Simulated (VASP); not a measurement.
# SnO2 in VASP: further runs

The runs below take SnO2 through single point, with PBEsol.

All numbers are computed with VASP 6.6.1; they aren't measurements. Logs are shortened: lines on timing, memory, paths and dates and some standing lists are left out, and cuts for length are marked.

## Step 1: The cell of the first run

The typed cell holds 6 atoms: a = 4.840 Å, b = 4.842 Å, c = 3.019 Å, α = 90.00°, β = 90.00°, γ = 90.00°.

## Step 2: Single point, PBEsol (uniaxial strain along c: -6.0 %)

INCAR reads:

```
PREC     = Accurate       # precision mode
ENCUT    = 520            # plane-wave cutoff, eV
EDIFF    = 1E-6           # SCF threshold, eV
ISMEAR   = 0              # smearing method
SIGMA    = 0.02           # smearing width, eV
LREAL    = False          # projectors in reciprocal space
LASPH    = True           # aspherical terms in the spheres
NELM     = 60             # most SCF steps
ALGO     = Normal         # electronic algorithm
ISIF     = 2              # what is computed and relaxed
LWAVE    = False          # write WAVECAR
LCHARG   = False          # write CHGCAR
GGA      = PS             # functional
NBANDS   = 35             # bands
```

KPOINTS reads:

```
regular mesh
0
Gamma
  6 6 8
```

POSCAR reads:

```
SnO2
1.0
    4.8401875213      0.0000000000      0.0000000000
    0.0000000000      4.8416167930      0.0000000000
    0.0000000000      0.0000000000      3.0192603988
Sn O
2 4
Direct
    0.5000000000      0.5000000000      0.5000000000
    0.0000000000      0.0000000000      0.0000000000
    0.3046605908      0.3047299633      0.0000000000
    0.8046605908      0.1952700367      0.5000000000
    0.1953394092      0.8047299633      0.5000000000
    0.6953394092      0.6952700367      0.0000000000
```

Potentials or basis: VASP PAW PBE potentials, release 64 (Sn_d, O).

Run with:

```bash
$ cat potpaw_PBE.64/Sn_d/POTCAR potpaw_PBE.64/O/POTCAR > POTCAR
$ mpirun -np 1 vasp_std > vasp.out
```

OUTCAR:

```text
PREC = Accurate
   ENCUT = 520
   EDIFF = 1E-6
   ISMEAR = 0
   LREAL = False
   LASPH = True
   NELM = 60
   ISIF = 2
   GGA = PS

 ion  position               nearest neighbor table
   1  0.500  0.500  0.500-   3 2.02   6 2.02   3 2.02   6 2.02   5 2.09   4 2.09   2 3.74   2 3.74
                             2 3.74   2 3.74   2 3.74   2 3.74   2 3.74   2 3.74
   2  0.000  0.000  0.000-   4 2.02   5 2.02   4 2.02   5 2.02   3 2.09   6 2.09   1 3.74   1 3.74
                             1 3.74   1 3.74   1 3.74   1 3.74   1 3.74   1 3.74
   3  0.305  0.305  0.000-   1 2.02   1 2.02   2 2.09
   4  0.805  0.195  0.500-   2 2.02   2 2.02   1 2.09
   5  0.195  0.805  0.500-   2 2.02   2 2.02   1 2.09
   6  0.695  0.695  0.000-   1 2.02   1 2.02   2 2.09

  LATTYP: Found a simple orthorhombic cell.
 ALAT       =     3.0192603988
 B/A-ratio  =     1.6031037016
 C/A-ratio  =     1.6035770863

  Lattice vectors:

 A1 = (   0.0000000000,   0.0000000000,   3.0192603988)
 A2 = (   4.8401875213,   0.0000000000,   0.0000000000)
 A3 = (   0.0000000000,   4.8416167930,   0.0000000000)

Analysis of symmetry for initial positions (statically):
=====================================================================
 Subroutine PRICEL returns:
 Original cell was already a primitive cell.

 Routine SETGRP: Setting up the symmetry group for a
 simple orthorhombic supercell.

 Subroutine GETGRP returns: Found  8 space group operations
 (whereof  4 operations were pure point group operations)
 out of a pool of  8 trial point group operations.

The static configuration has the point symmetry C_2h.
 The point group associated with its full space group is D_2h.

Analysis of symmetry for dynamics (positions and initial velocities):
=====================================================================
 Subroutine PRICEL returns:
 Original cell was already a primitive cell.

 Routine SETGRP: Setting up the symmetry group for a
 simple orthorhombic supercell.

 Subroutine GETGRP returns: Found  8 space group operations
 (whereof  4 operations were pure point group operations)
 out of a pool of  8 trial point group operations.

The dynamic configuration has the point symmetry C_2h.
 The point group associated with its full space group is D_2h.

 Subroutine INISYM returns: Found  8 space group operations
 (whereof  4 operations are pure point group operations),
 and found     1 'primitive' translations

----------------------------------------------------------------------------------------

                                     Primitive cell

  volume of cell :      70.7544

  direct lattice vectors                    reciprocal lattice vectors
     4.840187521  0.000000000  0.000000000     0.206603566  0.000000000  0.000000000
     0.000000000  4.841616793  0.000000000     0.000000000  0.206542575  0.000000000
     0.000000000  0.000000000  3.019260399     0.000000000  0.000000000  0.331206941

  length of vectors
     4.840187521  4.841616793  3.019260399     0.206603566  0.206542575  0.331206941

  position of ions in fractional coordinates (direct lattice)
     0.500000000  0.500000000  0.500000000
     0.000000000  0.000000000  0.000000000
     0.304660591  0.304729963  0.000000000
     0.804660591  0.195270037  0.500000000
     0.195339409  0.804729963  0.500000000
     0.695339409  0.695270037  0.000000000

  ion indices of the primitive-cell ions
   primitive index   ion index
                 1           1
                 2           2
                 3           3
                 4           4
                 5           5
                 6           6

----------------------------------------------------------------------------------------

 KPOINTS: regular mesh

Automatic generation of k-mesh.
 Grid dimensions read from file:
 generate k-points for:    6    6    8

 Generating k-lattice:

  Cartesian coordinates                     Fractional coordinates (reciprocal lattice)
     0.034433928  0.000000000  0.000000000     0.166666667  0.000000000  0.000000000
     0.000000000  0.034423763  0.000000000     0.000000000  0.166666667  0.000000000
     0.000000000  0.000000000  0.041400868     0.000000000  0.000000000  0.125000000

  Length of vectors
     0.034433928  0.034423763  0.041400868

  Shift w.r.t. Gamma in fractional coordinates (k-lattice)
     0.000000000  0.000000000  0.000000000

 Subroutine IBZKPT returns following result:
 ===========================================

 Found     80 irreducible k-points:

 Following reciprocal coordinates:
            Coordinates               Weight
  0.000000  0.000000  0.000000      1.000000
  0.166667  0.000000  0.000000      2.000000
  0.333333  0.000000  0.000000      2.000000
  0.500000  0.000000  0.000000      1.000000
  0.000000  0.166667  0.000000      2.000000
  0.166667  0.166667  0.000000      4.000000
[... 16 lines left out ...]
  0.333333  0.166667  0.125000      8.000000
  0.500000  0.166667  0.125000      4.000000
 [... further k-points ...]
   k-points           NKPTS =     80   k-points in BZ     NKDIM =     80   number of bands    NBANDS=     35
   number of dos      NEDOS =    301   number of ions     NIONS =      6
   total plane-waves  NPLWV =  31104
   dimension x,y,z NGX =    36 NGY =   36 NGZ =   24
   dimension x,y,z NGXF=    72 NGYF=   72 NGZF=   48
   ions per type =               2   4
   NGX,Y,Z   is equivalent  to a cutoff of  12.36, 12.36, 13.21 a.u.
   NGXF,Y,Z  is equivalent  to a cutoff of  24.73, 24.72, 26.43 a.u.
 SYSTEM =  unknown system
   PREC   = accura    normal or accurate (medium, high low for compatibility)
   ISTART =      0    job   : 0-new  1-cont  2-samecut
   ICHARG =      2    charge: 1-file 2-atom 10-const
   ISPIN  =      1    spin polarized calculation?
   LNONCOLLINEAR =      F non collinear calculations
   LSORBIT =      F    spin-orbit coupling
   LASPH  =      T    aspherical Exc in radial PAW
   ENCUT  =  520.0 eV  38.22 Ry    6.18 a.u.   9.00  9.00  5.61*2*pi/ulx,y,z
   NELM   =     60;   NELMIN=  2; NELMDL= -5     # of ELM steps
   EDIFF  = 0.1E-05   stopping-criterion for ELM
   LREAL  =      F    real-space projection
   EDIFFG = 0.1E-04   stopping-criterion for IOM
   NSW    =      0    number of steps for IOM
   IBRION =     -1    ionic relax: 0-MD 1-quasi-New 2-CG
   NFREE  =      0    steps in history (QN), initial steepest desc. (CG)
   ISIF   =      2    stress and relaxation
   ISYM   =      2    0-nonsym 1-usesym 2-fastsym
   POTIM  = 0.5000    time-step for ionic-motion
   TEBEG  =    0.0;   TEEND  =   0.0 temperature during run
   PSTRESS=    0.0 pullay stress
   NELECT =      52.0000    total number of electrons
   NUPDOWN=      -1.0000    fix difference up-down
   EMIN   =  10.00;   EMAX   =-10.00  energy-range for DOS
   EFERMI =   0.00;   METHOD = LEGACY
   ISMEAR =     0;   SIGMA  =   0.02  broadening in eV -4-tet -1-fermi 0-gaus
   EFERMI_NEDOS =   21; number of points for ismear=-14 and -15
   IALGO  =     38    algorithm
   IMIX   =      4    mixing-type and parameters
     AMIX     =   0.40;   BMIX     =  1.00
     AMIX_MAG =   1.60;   BMIX_MAG =  1.00
  volume/ion in A,a.u.               =      11.79        79.58
  Fermi-wavevector in a.u.,A,eV,Ry     =   1.477378  2.791839 29.696688  2.182645
  Thomas-Fermi vector in A             =   2.591789
   LORBIT       =      0    0 simple, 1 ext, 2 COOP (PROOUT), +10 PAW based schemes
   GGA     = PS    functional components
   LHFCALC =     F    Hartree Fock is set to
   AEXX    =    0.0000 exact exchange contribution
   IVDW    =     0    specifies the selected vdW correction
   LEPSILON=     F    determine dielectric tensor
   LRPA    =     F    only Hartree local field effects (RPA)
 non-spin polarized calculation
 Gauss-broadening in eV      SIGMA  =   0.02
  energy-cutoff  :      520.00
  volume of cell :       70.75
 maximum number of plane-waves:      1926
 NGX is ok and might be reduce to    36
   NGX = 17   NGY = 19   NGZ = 11

 number of electron      51.9999993 magnetization

 Free energy of the ion-electron system (eV)
  ---------------------------------------------------
  ext. energy  EPLUGINS =         0.00000000
  ---------------------------------------------------
  free energy    TOTEN  =       -39.35171045 eV

  energy without entropy =      -39.35171045  energy(sigma->0) =      -39.35171045

 E-fermi :   6.2367     XC(G=0): -11.5628

 val. band max:        6.1175933809   @ k =   0.0000   0.0000   0.0000
 cond. band min:       7.6036664908   @ k =   0.0000   0.0000   0.0000
 fundamental gap:      1.4860731099
 Fermi energy:         6.2366538916

 k-point     1 :       0.0000    0.0000    0.0000
  band No.  band energies     occupation
      1     -15.0293      2.00000
      2     -14.3527      2.00000
      3     -13.8483      2.00000
      4     -13.7958      2.00000
      5     -13.7958      2.00000
      6     -13.6579      2.00000
[... 27 lines left out ...]
     34      17.8158      0.00000
     35      18.3987      0.00000

 k-point     2 :       0.1667    0.0000    0.0000
  band No.  band energies     occupation
      1     -14.9900      2.00000
      2     -14.3948      2.00000
      3     -13.8455      2.00000
      4     -13.7942      2.00000
      5     -13.7942      2.00000
      6     -13.6896      2.00000
[... 27 lines left out ...]
     34      17.8215      0.00000
     35      18.4465      0.00000

 k-point     3 :       0.3333    0.0000    0.0000
  band No.  band energies     occupation
      1     -14.8763      2.00000
      2     -14.5247      2.00000
      3     -13.8361      2.00000
      4     -13.7909      2.00000
      5     -13.7908      2.00000
      6     -13.7678      2.00000
[... 27 lines left out ...]
     34      18.4060      0.00000
     35      18.5200      0.00000

 k-point     4 :       0.5000    0.0000    0.0000
  band No.  band energies     occupation
      1     -14.7070      2.00000
      2     -14.7070      2.00000
      3     -13.8147      2.00000
      4     -13.8147      2.00000
      5     -13.7891      2.00000
      6     -13.7891      2.00000
[... 27 lines left out ...]
     34      18.2229      0.00000
     35      19.5353      0.00000

 k-point     5 :       0.0000    0.1667    0.0000
  band No.  band energies     occupation
      1     -14.9900      2.00000
      2     -14.3948      2.00000
      3     -13.8455      2.00000
      4     -13.7942      2.00000
      5     -13.7942      2.00000
      6     -13.6896      2.00000
[... 638 lines left out ...]
 k-point    22 :       0.1667    0.1667    0.1250
  band No.  band energies     occupation
      1     -14.8645      2.00000
      2     -14.3328      2.00000
      3     -14.0324      2.00000
      4     -14.0236      2.00000
      5     -13.7972      2.00000
      6     -13.6812      2.00000
[... 27 lines left out ...]
     34      17.9349      0.00000
     35      18.3610      0.00000

 k-point    23 :       0.3333    0.1667    0.1250
  band No.  band energies     occupation
      1     -14.7774      2.00000
      2     -14.4753      2.00000
      3     -14.0335      2.00000
      4     -14.0266      2.00000
      5     -13.7828      2.00000
      6     -13.7160      2.00000
[... 27 lines left out ...]
     34      18.1896      0.00000
     35      18.4326      0.00000

 k-point    24 :       0.5000    0.1667    0.1250
  band No.  band energies     occupation
      1     -14.6399      2.00000
      2     -14.6399      2.00000
      3     -14.0307      2.00000
      4     -14.0307      2.00000
      5     -13.7539      2.00000
      6     -13.7539      2.00000
[... 27 lines left out ...]
     34      18.1669      0.00000
     35      18.8592      0.00000

 [... further k-points ...]
[... 5 lines left out ...]
  --------------------------------------------------------------------------------------
  -------------------------------------------------------------------------------------
  Total        1.7861143      1.7760937     11.3222908      0.0000000      0.0000000      0.0000000
  in kB       40.4451687     40.2182617    256.3844709      0.0000000      0.0000000      0.0000000
  external PRESSURE =     112.3493004 kB  Pullay stress =       0.0000000 kB

 VOLUME and BASIS-vectors are now :
 -----------------------------------------------------------------------------
  energy-cutoff  :      520.00
  volume of cell :       70.75
      direct lattice vectors                 reciprocal lattice vectors
     4.840187521  0.000000000  0.000000000     0.206603566  0.000000000  0.000000000
     0.000000000  4.841616793  0.000000000     0.000000000  0.206542575  0.000000000
     0.000000000  0.000000000  3.019260399     0.000000000  0.000000000  0.331206941

 POSITION                                       TOTAL-FORCE (eV/Angst)
 -----------------------------------------------------------------------------------
      2.42009      2.42081      1.50963        -0.000000      0.000000      0.000000
      0.00000      0.00000      0.00000        -0.000000      0.000000      0.000000
      1.47461      1.47539      0.00000        -0.183306     -0.182976     -0.000000
      3.89471      0.94542      1.50963        -0.183306      0.182976      0.000000
      0.94548      3.89619      1.50963         0.183306     -0.182976      0.000000
      3.36557      3.36623      0.00000         0.183306      0.182976      0.000000
 -----------------------------------------------------------------------------------
    total drift:                               -0.000000      0.000000      0.000000

  FREE ENERGIE OF THE ION-ELECTRON SYSTEM (eV)
  ---------------------------------------------------
  free  energy   TOTEN  =       -39.3517104533 eV

  energy  without entropy=      -39.3517104533  energy(sigma->0) =      -39.35171045
```

Wall time 3.4 min (1 thread of Intel Xeon 8259CL, shared host); peak memory 0.28 GiB.

Results:

```yaml
Free_energy: -39.3517 eV
Pressure: 11.2 GPa
Largest_force: 0.259 eV/Å
Band_gap_on_the_k_mesh: 1.49 eV
```

Forces on the atoms (eV/Å):
```
Sn   0.000  0.000  0.000
Sn   0.000  0.000  0.000
O   -0.183 -0.183  0.000
O   -0.183  0.183  0.000
O    0.183 -0.183  0.000
O    0.183  0.183  0.000
```

Caveat: the cell differs from its parent crystal (uniaxial strain along c: -6.0 %); the cell stands under pressure; the PAW data sets were made with another functional, which shifts forces and pressure a little; spin-orbit coupling is left out, which moves the levels of the heavy elements.

(Part 1 of 3 ends here.)
